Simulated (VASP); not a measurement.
# BaS (Fm-3m) in VASP: notebook, part 2 of 2

VASP 6.6.1. The steps go on from the part before.

## Step 4: Electric field gradients, PBEsol (32.25 Å³/atom)

This run uses another cell than the first one, of 32.25 Å³/atom.

File INCAR:

```
SYSTEM = BaS
ALGO = Normal
EDIFF = 1E-8
ENCUT = 520
GGA = PS
ISIF = 2
ISMEAR = -1
LASPH = .TRUE.
LCHARG = .FALSE.
LEFG = .TRUE.
LREAL = .FALSE.
LWAVE = .FALSE.
NBANDS = 15
NELM = 100
PREC = Accurate
SIGMA = 0.02
```

File KPOINTS:

```
k-points
0
G
  8 8 8
  0 0 0
```

File POSCAR:

```
BaS
1.0
    0.0000000000      3.1830684821      3.1830684821
    3.1830684821      0.0000000000      3.1830684821
    3.1830684821      3.1830684821      0.0000000000
Ba S
1 1
Direct
    0.0000000000      0.0000000000      0.0000000000
    0.5000000000      0.5000000000      0.5000000000
```

Potentials or basis: VASP PAW PBE potentials, release 64 (Ba_sv, S).

Launch:

```sh
$ cat potpaw_PBE.64/Ba_sv/POTCAR potpaw_PBE.64/S/POTCAR > POTCAR
$ mpirun -np 1 vasp_std > vasp.out
```

OUTCAR:

```text
SYSTEM = BaS
   EDIFF = 1E-8
   ENCUT = 520
   GGA = PS
   ISIF = 2
   ISMEAR = -1
   LASPH = .TRUE.
   LREAL = .FALSE.
   NELM = 100
   PREC = Accurate

 ion  position               nearest neighbor table
   1  0.000  0.000  0.000-   2 3.18   2 3.18   2 3.18   2 3.18   2 3.18   2 3.18
   2  0.500  0.500  0.500-   1 3.18   1 3.18   1 3.18   1 3.18   1 3.18   1 3.18

  LATTYP: Found a face centered cubic cell.
 ALAT       =     6.3661369642

  Lattice vectors:

 A1 = (   0.0000000000,   3.1830684821,   3.1830684821)
 A2 = (   3.1830684821,   0.0000000000,   3.1830684821)
 A3 = (   3.1830684821,   3.1830684821,   0.0000000000)

Analysis of symmetry for initial positions (statically):
=====================================================================
 Subroutine PRICEL returns:
 Original cell was already a primitive cell.

 Routine SETGRP: Setting up the symmetry group for a
 face centered cubic supercell.

 Subroutine GETGRP returns: Found 48 space group operations
 (whereof 48 operations were pure point group operations)
 out of a pool of 48 trial point group operations.

The static configuration has the point symmetry O_h .

Analysis of symmetry for dynamics (positions and initial velocities):
=====================================================================
 Subroutine PRICEL returns:
 Original cell was already a primitive cell.

 Routine SETGRP: Setting up the symmetry group for a
 face centered cubic supercell.

 Subroutine GETGRP returns: Found 48 space group operations
 (whereof 48 operations were pure point group operations)
 out of a pool of 48 trial point group operations.

The dynamic configuration has the point symmetry O_h .
[... 166 lines left out ...]
     11       5.1791      0.00000
     12       5.1791      0.00000
     13       6.1434      0.00000
     14       6.1434      0.00000
[... 401 lines left out ...]
      2     -10.6467      2.00000
      3      -9.8592      2.00000
      4      -9.7633      2.00000
      5      -7.9718      2.00000
      6      -0.1486      2.00000
      7       0.5018      2.00000
      8       0.5839      2.00000
      9       5.9923      0.00000
     10       6.1933      0.00000
     11       8.0505      0.00000
     12       8.2700      0.00000
     13       9.2442      0.00000
     14      10.1587      0.00000
     15      10.8330      0.00000

 [... further k-points ...]
[... 5 lines left out ...]
  --------------------------------------------------------------------------------------
  -------------------------------------------------------------------------------------
  Total       -0.0336161     -0.0336161     -0.0336161      0.0000000     -0.0000000     -0.0000000
  in kB       -0.8350075     -0.8350075     -0.8350075      0.0000000     -0.0000000     -0.0000000
  external PRESSURE =      -0.8350075 kB  Pullay stress =       0.0000000 kB

 VOLUME and BASIS-vectors are now :
 -----------------------------------------------------------------------------
  energy-cutoff  :      520.00
  volume of cell :       64.50
      direct lattice vectors                 reciprocal lattice vectors
     0.000000000  3.183068482  3.183068482    -0.157081132  0.157081132  0.157081132
     3.183068482  0.000000000  3.183068482     0.157081132 -0.157081132  0.157081132
     3.183068482  3.183068482  0.000000000     0.157081132  0.157081132 -0.157081132

 POSITION                                       TOTAL-FORCE (eV/Angst)
 -----------------------------------------------------------------------------------
      0.00000      0.00000      0.00000         0.000000      0.000000      0.000000
      3.18307      3.18307      3.18307         0.000000      0.000000     -0.000000
 -----------------------------------------------------------------------------------
    total drift:                                0.000000      0.000000      0.000000

  FREE ENERGIE OF THE ION-ELECTRON SYSTEM (eV)
  ---------------------------------------------------
  free  energy   TOTEN  =       -10.7192832120 eV

  energy  without entropy=      -10.7192832120  energy(sigma->0) =      -10.71928321

 Electric field gradients (V/A^2)
---------------------------------------------------------------------
 ion       V_xx      V_yy      V_zz      V_xy      V_xz      V_yz
---------------------------------------------------------------------
   1      -0.000    -0.000    -0.000     0.000     0.000     0.000
   2      -0.000    -0.000     0.000     0.000     0.000     0.000
---------------------------------------------------------------------

 Electric field gradients after diagonalization (V/A^2)
 (convention: |V_zz| > |V_xx| > |V_yy|)
----------------------------------------------------------------------
 ion       V_xx      V_yy      V_zz     asymmetry (V_yy - V_xx)/ V_zz
----------------------------------------------------------------------
   1      -0.000    -0.000     0.000       0.000
   2      -0.000    -0.000     0.001       0.000
----------------------------------------------------------------------

           NMR quadrupolar parameters

 Cq : quadrupolar parameter    Cq=e*Q*V_zz/h
 eta: asymmetry parameters     (V_yy - V_xx)/ V_zz
 Q  : nuclear electric quadrupole moment in mb (millibarn)
----------------------------------------------------------------------
 ion       Cq(MHz)       eta       Q (mb)
----------------------------------------------------------------------
   1       0.000       0.000       1.000
   2       0.000       0.000       1.000
----------------------------------------------------------------------
```

OSZICAR:

```text
N       E                     dE             d eps       ncg     rms          rms(c)
DAV:   1     0.808224853751E+02    0.80822E+02   -0.68490E+03   870   0.930E+02
DAV:   2    -0.649538413866E+01   -0.87318E+02   -0.77482E+02  1233   0.166E+02
DAV:   3    -0.110696896646E+02   -0.45743E+01   -0.45375E+01  1169   0.403E+01
DAV:   4    -0.111482513281E+02   -0.78562E-01   -0.78540E-01  1135   0.542E+00
DAV:   5    -0.111501765407E+02   -0.19252E-02   -0.19252E-02  1163   0.713E-01    0.466E+00
DAV:   6    -0.107224282136E+02    0.42775E+00   -0.55856E-01  1010   0.456E+00    0.320E+00
DAV:   7    -0.107141879685E+02    0.82402E-02   -0.13764E-01  1074   0.208E+00    0.176E+00
DAV:   8    -0.107195648038E+02   -0.53768E-02   -0.20044E-02   940   0.912E-01    0.238E-01
DAV:   9    -0.107188471147E+02    0.71769E-03   -0.28075E-03  1136   0.330E-01    0.112E-01
DAV:  10    -0.107192754096E+02   -0.42829E-03   -0.51034E-04   926   0.155E-01    0.270E-02
DAV:  11    -0.107192822868E+02   -0.68772E-05   -0.44465E-05  1157   0.422E-02    0.700E-03
DAV:  12    -0.107192832120E+02   -0.92520E-06   -0.35628E-06   962   0.116E-02    0.646E-03
DAV:  13    -0.107192831585E+02    0.53479E-07   -0.34925E-07  1087   0.380E-03    0.949E-04
DAV:  14    -0.107192831806E+02   -0.22104E-07   -0.48915E-09   860   0.427E-04    0.474E-04
DAV:  15    -0.107192832131E+02   -0.32514E-07   -0.13476E-09   603   0.296E-04    0.174E-04
DAV:  16    -0.107192832120E+02    0.10484E-08   -0.37103E-10   554   0.123E-04
   1 F= -.10719283E+02 E0= -.10719283E+02  d E =-.932214E-12
```

Wall time 54 s (1 thread of Intel Xeon 8259CL, shared host); peak memory 0.21 GiB.

Results:

```yaml
Free_energy: -10.7193 eV
Pressure: -0.1 GPa
Band_gap_on_the_k_mesh: 1.96 eV (least direct gap 2.10 eV)
Largest_electric_field_gradient_by_atom: under 0.05 V/Å² on every atom
```

Caveat: the PAW data sets were made with another functional, which shifts forces and pressure a little; spin-orbit coupling is left out, which moves the levels of the heavy elements. A k mesh can miss the band edges.

## Step 5: Electric field gradients, PBEsol (32.25 Å³/atom)

This run uses another cell than the first one, of 32.25 Å³/atom.

File INCAR:

```
ALGO = Normal
EDIFF = 1E-8
ENCUT = 520
GGA = PS
ISIF = 2
ISMEAR = -1
LASPH = T
LCHARG = F
LEFG = T
LREAL = F
LWAVE = F
NBANDS = 15
NELM = 80
PREC = Accurate
SIGMA = 0.02
```

File KPOINTS:

```
k-points
0
Gamma
  8 8 8
```

POSCAR is that of step 4.

Potentials or basis: VASP PAW PBE potentials, release 64 (Ba_sv, S).

Launch:

```sh
$ cat potpaw_PBE.64/Ba_sv/POTCAR potpaw_PBE.64/S/POTCAR > POTCAR
$ mpirun -np 1 vasp_std > vasp.out
```

OUTCAR:

```text
EDIFF = 1E-8
   ENCUT = 520
   GGA = PS
   ISIF = 2
   ISMEAR = -1
   LASPH = T
   LREAL = F
   NELM = 80
   PREC = Accurate

 ion  position               nearest neighbor table
   1  0.000  0.000  0.000-   2 3.18   2 3.18   2 3.18   2 3.18   2 3.18   2 3.18
   2  0.500  0.500  0.500-   1 3.18   1 3.18   1 3.18   1 3.18   1 3.18   1 3.18

  LATTYP: Found a face centered cubic cell.
 ALAT       =     6.3661369642

  Lattice vectors:

 A1 = (   0.0000000000,   3.1830684821,   3.1830684821)
 A2 = (   3.1830684821,   0.0000000000,   3.1830684821)
[... 644 lines left out ...]
  ---------------------------------------------------
  free  energy   TOTEN  =       -10.7192832120 eV

  energy  without entropy=      -10.7192832120  energy(sigma->0) =      -10.71928321

 Electric field gradients (V/A^2)
---------------------------------------------------------------------
 ion       V_xx      V_yy      V_zz      V_xy      V_xz      V_yz
---------------------------------------------------------------------
   1      -0.000    -0.000    -0.000     0.000     0.000     0.000
   2      -0.000    -0.000     0.000     0.000     0.000     0.000
---------------------------------------------------------------------

 Electric field gradients after diagonalization (V/A^2)
 (convention: |V_zz| > |V_xx| > |V_yy|)
----------------------------------------------------------------------
 ion       V_xx      V_yy      V_zz     asymmetry (V_yy - V_xx)/ V_zz
----------------------------------------------------------------------
   1      -0.000    -0.000     0.000       0.000
   2      -0.000    -0.000     0.001       0.000
----------------------------------------------------------------------

           NMR quadrupolar parameters

 Cq : quadrupolar parameter    Cq=e*Q*V_zz/h
 eta: asymmetry parameters     (V_yy - V_xx)/ V_zz
 Q  : nuclear electric quadrupole moment in mb (millibarn)
----------------------------------------------------------------------
 ion       Cq(MHz)       eta       Q (mb)
----------------------------------------------------------------------
   1       0.000       0.000       1.000
   2       0.000       0.000       1.000
----------------------------------------------------------------------
```

OSZICAR:

```text
N       E                     dE             d eps       ncg     rms          rms(c)
DAV:   1     0.808224853751E+02    0.80822E+02   -0.68490E+03   870   0.930E+02
DAV:   2    -0.649538413866E+01   -0.87318E+02   -0.77482E+02  1233   0.166E+02
DAV:   3    -0.110696896646E+02   -0.45743E+01   -0.45375E+01  1169   0.403E+01
DAV:   4    -0.111482513281E+02   -0.78562E-01   -0.78540E-01  1135   0.542E+00
DAV:   5    -0.111501765407E+02   -0.19252E-02   -0.19252E-02  1163   0.713E-01    0.466E+00
DAV:   6    -0.107224282136E+02    0.42775E+00   -0.55856E-01  1010   0.456E+00    0.320E+00
DAV:   7    -0.107141879685E+02    0.82402E-02   -0.13764E-01  1074   0.208E+00    0.176E+00
DAV:   8    -0.107195648038E+02   -0.53768E-02   -0.20044E-02   940   0.912E-01    0.238E-01
DAV:   9    -0.107188471147E+02    0.71769E-03   -0.28075E-03  1136   0.330E-01    0.112E-01
DAV:  10    -0.107192754096E+02   -0.42829E-03   -0.51034E-04   926   0.155E-01    0.270E-02
DAV:  11    -0.107192822868E+02   -0.68772E-05   -0.44465E-05  1157   0.422E-02    0.700E-03
DAV:  12    -0.107192832120E+02   -0.92520E-06   -0.35628E-06   962   0.116E-02    0.646E-03
DAV:  13    -0.107192831585E+02    0.53479E-07   -0.34925E-07  1087   0.380E-03    0.949E-04
DAV:  14    -0.107192831806E+02   -0.22104E-07   -0.48915E-09   860   0.427E-04    0.474E-04
DAV:  15    -0.107192832131E+02   -0.32514E-07   -0.13476E-09   603   0.296E-04    0.174E-04
DAV:  16    -0.107192832120E+02    0.10484E-08   -0.37103E-10   554   0.123E-04
   1 F= -.10719283E+02 E0= -.10719283E+02  d E =-.932214E-12
```

stdout:

```text
POSCAR found type information on POSCAR BaS
 POSCAR found :  2 types and       2 ions
 scaLAPACK will be used
 -----------------------------------------------------------------------------
|                                                                             |
|                                                                             |
|     You enforced a specific xc type in the INCAR file but a different       |
|     I HOPE YOU KNOW WHAT YOU ARE DOING!                                     |
|                                                                             |
 -----------------------------------------------------------------------------

 LDA part: xc-table for (Slater+PW92), standard interpolation
 POSCAR, INCAR and KPOINTS ok, starting setup
 FFT: planning ... GRIDC
 FFT: planning ... GRID_SOFT
 FFT: planning ... GRID
 WAVECAR not read
 entering main loop
ion   1

ion   2
```

Run time: 52 s. Hardware: 1 thread of Intel Xeon 8259CL, shared host; peak memory 0.21 GiB.

Results:

```yaml
Free_energy: -10.7193 eV
Pressure: -0.1 GPa
Band_gap_on_the_k_mesh: 1.96 eV (least direct gap 2.10 eV)
Largest_electric_field_gradient_by_atom: under 0.05 V/Å² on every atom
```

Caveat: the PAW data sets were made with another functional, which shifts forces and pressure a little; spin-orbit coupling is left out, which moves the levels of the heavy elements. A k mesh can miss the band edges.

## Step 6: Summary

| cell | gap on the mesh (eV) | pressure (GPa) |
| --- | --- | --- |
| a = 4.456 Å, angles 60.0°, 2 atoms | 1.90 | 1.4 |
| a = 4.486 Å, angles 60.0°, 2 atoms | 1.94 | 0.4 |
| a = 4.502 Å, angles 60.0°, 2 atoms | 1.96 | -0.1 |

Alike in all rows: task electric field gradients; level PBEsol; potentials or basis VASP PAW PBE potentials, release 64 (Ba_sv, S); no spin polarisation; k mesh 8 × 8 × 8; cutoff (eV) 520; smearing fermi-dirac 0.02 eV.

Caveats: the PAW data sets were made with another functional, which shifts forces and pressure a little; spin-orbit coupling is left out, which moves the levels of the heavy elements.

Total energies depend on the potentials used, so only differences within one code and one set of settings carry meaning.
